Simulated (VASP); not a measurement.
Write the native input for VASP 6.6.1 that does the following.

```yaml
Task: single point
Functional: LDA
Potentials_or_basis: VASP PAW LDA potentials, release 64 (Si)
Cutoff: 500 eV
k_mesh: 8 × 8 × 8
Occupations: gaussian, width 0.02 eV
Spin: no spin polarisation
Dipole_correction: no
Further_INCAR_settings: ALGO = Normal; EDIFF = 1e-06; NBANDS = 11
```

The structure of Si lies in POSCAR:

```
Si
1.0
    0.0000000000      2.7009711365      2.7009711365
    2.7009711365      0.0000000000      2.7009711365
    2.7009711365      2.7009711365      0.0000000000
Si
2
Direct
    0.7500000000      0.7500000000      0.7500000000
    0.5000000000      0.5000000000      0.5000000000
```

These files were run (other wordings do the same):

INCAR

```
PREC     = Accurate       # precision mode
ENCUT    = 500            # plane-wave cutoff, eV
EDIFF    = 1E-6           # SCF threshold, eV
ISMEAR   = 0              # smearing method
SIGMA    = 0.02           # smearing width, eV
LREAL    = False          # projectors in reciprocal space
LASPH    = True           # aspherical terms in the spheres
NELM     = 120            # most SCF steps
ALGO     = Normal         # electronic algorithm
ISIF     = 2              # what is computed and relaxed
LWAVE    = False          # write WAVECAR
LCHARG   = True           # write CHGCAR
GGA      = CA             # functional
LELF     = True           # ELF
LVHAR    = True         
NBANDS   = 11             # bands
GGA_COMPAT= False
```

KPOINTS

```
Automatic mesh
0
Gamma
  8 8 8
```

Potentials or basis: VASP PAW LDA potentials, release 64 (Si).

Run with:

```sh
$ cat potpaw_LDA.64/Si/POTCAR > POTCAR
$ mpirun -np 1 vasp_std > vasp.out
```

It gave:

```json
{
  "Pressure": "0.1 GPa",
  "Band gap on the k mesh": "0.49 eV, indirect (least direct gap 2.53 eV)"
}
```

Run time: 5.2 s on 1 thread of Intel(R) Xeon(R) 6975P-C (Granite Rapids), with other jobs on the host, peak memory 0.13 GiB.
